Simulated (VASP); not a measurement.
Here is a VASP 6.6.1 calculation.

Contents of INCAR:

```
PREC     = Accurate       # precision mode
ENCUT    = 1300           # plane-wave cutoff, eV
EDIFF    = 1E-6           # SCF threshold, eV
ISMEAR   = 0              # smearing method
SIGMA    = 0.2            # smearing width, eV
LREAL    = F              # projectors in reciprocal space
LASPH    = T              # aspherical terms in the spheres
NELM     = 120            # most SCF steps
ALGO     = Normal         # electronic algorithm
ISIF     = 2              # what is computed and relaxed
LWAVE    = F              # write WAVECAR
LCHARG   = F              # write CHGCAR
GGA      = PE             # functional
NBANDS   = 22             # bands
GGA_COMPAT= F
```

The input KPOINTS:

```
Automatic mesh
0
Gamma
  4 4 3
```

POSCAR

```
PC2
1.0
    2.3105132026     -4.0916960976     -0.2319717570
    2.3105132026      4.0916960976     -0.2319717570
   -1.0258437214      0.0000000000      4.1814116330
P C
2 4
Direct
    0.7686884592      0.7686884592      0.8182639258
    0.2313115408      0.2313115408      0.1817360742
    0.4642987559      0.8312586173      0.9807844415
    0.5357012441      0.1687413827      0.0192155585
    0.1687413827      0.5357012441      0.0192155585
    0.8312586173      0.4642987559      0.9807844415
```

Potentials or basis: VASP PAW PBE potentials, release 64 (P, C_h).

Command:

```sh
$ cat potpaw_PBE.64/P/POTCAR potpaw_PBE.64/C_h/POTCAR > POTCAR
$ mpirun -np 1 vasp_std > vasp.out
```

Q: Estimate the largest force.

A: 0.093 eV/Å.

Q: What does it give for the band gap on the k mesh?

A: Zero (bands 13 and 14 overlap by 0.94 eV).

Q: Predict the pressure.

A: -0.4 GPa.

Stress tensor (GPa, compression positive):
```
-0.25  0.00 -0.03
 0.00 -0.50  0.00
-0.03  0.00 -0.44
```

Caveat: the k points lie up to 0.52 Å⁻¹ apart, too coarse for converged energies and pressures of a metal.
